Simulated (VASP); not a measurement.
Wanted: the native input for a VASP 6.6.1 run.

* Task: single point
* Functional: PBEsol
* Dispersion: D4
* Potentials or basis: VASP PAW PBE potentials, release 64 (Pd)
* Cutoff: 520 eV
* k mesh: 12 × 12 × 12
* Occupations: fermi-dirac, width 0.02 eV
* Spin: no spin polarisation
* Dipole correction: no
* Further INCAR settings: ALGO = Normal; EDIFF = 1e-06; NBANDS = 11

The structure of Pd lies in POSCAR:

```
Pd
1.0
    2.7232705800      0.0000000000      0.0000000000
   -0.9077568598      2.5675241256      0.0000000000
   -0.9077568598     -1.2837620624      2.2235411178
Pd
1
Direct
    0.0000000000      0.0000000000      0.0000000000
```

One way to write it, as run:

INCAR

```
PREC = Accurate
ENCUT = 520
EDIFF = 1E-6
ISMEAR = -1
SIGMA = 0.02
LREAL = False
LASPH = True
NELM = 100
ALGO = Normal
ISIF = 2
LWAVE = False
LCHARG = True
GGA = PS
IVDW = 13
LELF = True
LVHAR = True
NBANDS = 11
```

KPOINTS

```
regular mesh
0
Gamma
  12 12 12
```

Potentials or basis: VASP PAW PBE potentials, release 64 (Pd).

Run with:

```sh
$ cat potpaw_PBE.64/Pd/POTCAR > POTCAR
$ mpirun -np 1 vasp_std > vasp.out
```

Results of the run:

```yaml
Pressure: -13.1 GPa
Band_gap_on_the_k_mesh: zero (band 5 reaches 9.31 eV, above the bottom of band 6 at 7.77 eV)
Dispersion_energy_per_atom: -0.273 eV
```

Caveat: the PAW data sets were made with another functional, which shifts forces and pressure a little; pairwise dispersion overbinds metals, which lowers pressure and volume.

Wall time 7.4 s on 1 thread of Intel(R) Xeon(R) Platinum 8259CL CPU @ 2.50GHz (Skylake/Cascade Lake), on a shared host, peak memory 0.13 GiB.
